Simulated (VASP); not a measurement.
Set up this calculation in VASP 6.6.1, as the native input.

```yaml
Task: single point
Functional: PBE
Potentials_or_basis: VASP PAW PBE potentials, release 64 (Sb)
Cutoff: 520 eV
k_mesh: 10 × 10 × 10
Occupations: gaussian, width 0.015 eV
Spin: no spin polarisation
Dipole_correction: no
Further_INCAR_settings: ALGO = Normal; EDIFF = 1e-07; NBANDS = 8
```

The structure of Sb lies in POSCAR:

```
Sb
1.0
    0.0000000000      2.3712425216      2.3712425216
    2.3712425216      0.0000000000      2.3712425216
    2.3712425216      2.3712425216      0.0000000000
Sb
1
Direct
    0.0000000000      0.0000000000      0.0000000000
```

One way to write it, as run:

INCAR

```
SYSTEM = Sb
ALGO     = Normal         ! electronic algorithm
EDIFF    = 1E-7           ! SCF threshold, eV
ENCUT    = 520            ! plane-wave cutoff, eV
GGA      = PE             ! functional
ISIF     = 2              ! what is computed and relaxed
ISMEAR   = 0              ! smearing method
LASPH    = .TRUE.         ! aspherical terms in the spheres
LCHARG   = .FALSE.        ! write CHGCAR
LREAL    = .FALSE.        ! projectors in reciprocal space
LWAVE    = .FALSE.        ! write WAVECAR
NBANDS   = 8              ! bands
NELM     = 100            ! most SCF steps
PREC     = Accurate       ! precision mode
SIGMA    = 0.015          ! smearing width, eV
```

KPOINTS

```
k-points
0
G
  10 10 10
  0 0 0
```

Potentials or basis: VASP PAW PBE potentials, release 64 (Sb).

Launch:

```sh
$ cat potpaw_PBE.64/Sb/POTCAR > POTCAR
$ mpirun -np 1 vasp_std > vasp.out
```

Results of the run:

| Property | Result |
| --- | --- |
| Pressure | 1.8 GPa |

Run time: 5.8 s on 1 thread of AMD EPYC 9R45 96-Core Processor (Zen 5), with other jobs on the host, peak memory 0.12 GiB.
